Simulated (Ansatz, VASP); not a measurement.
Two plane-wave programs on ScAl3

```
Sc Al
1.0
    -1.95582    1.95582    4.36982
     1.95582   -1.95582    4.36982
     1.95582    1.95582   -4.36982
Sc Al
1 3
Direct
  0.00000 0.00000 0.00000
  0.75000 0.25000 0.50000
  0.25000 0.75000 0.50000
  0.50000 0.50000 0.00000
```

Change from the starting cell: strain -0.0200 x Voigt [1, 1, 0, 0, 0, 0], atoms carried along.

Alike in both runs: task single point; functional PBEsol; k mesh 16 × 16 × 16; occupations gaussian, width 0.15 eV; no spin polarisation.

```csv
,VASP,Ansatz
version,VASP 6.6.1,Ansatz 0.2.0
potentials or method,"VASP PAW PBE potentials, release 64 (Sc_sv, Al), cutoff 520 eV","scalar-relativistic, plane waves, PAW"
valence electrons in the cell,20,20
```

|  | VASP | Ansatz | Ansatz less VASP |
| --- | --- | --- | --- |
| gap on the k mesh at the Fermi level (eV) | none | none | - |
| pressure (GPa) | 4.1 | 3.9 | -0.14 |
| traceless stress, the component that is largest in VASP (GPa) | -2.10 | -2.09 | +0.008 |

VASP's potentials were made for PBE, not for PBEsol. A gap of «none» marks a metal or a gap that the smearing closes.
